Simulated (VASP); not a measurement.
The system is MgS.

```
Mg S
1.0
     0.00000    2.83088    2.83088
     2.83088    0.00000    2.83088
     2.83088    2.83088    0.00000
Mg S
1 1
Direct
  0.00000 0.00000 0.00000
  0.25000 0.25000 0.25000
```

Base run:

```yaml
Program: VASP 6.6.1
Functional: r2SCAN
Potentials_or_basis: VASP PAW PBE potentials, release 64 (Mg, S)
Cutoff: 520 eV
k_mesh: 8 × 8 × 8
Occupations: gaussian, width 0.01 eV
Spin: no spin polarisation
```

Its results: band gap on the k mesh 4.13 eV; pressure -0.3 GPa.

The run is repeated on the same cell with these changes: functional from r2SCAN to r2SCANh; k mesh from 8 × 8 × 8 to 6 × 6 × 6. What comes out?

Band gap on the k mesh 4.71 eV; pressure -0.5 GPa.

Several settings changed at once.

Caveats: the PAW data sets were made with another functional, which shifts forces and pressure a little.

A k mesh can miss the band edges.
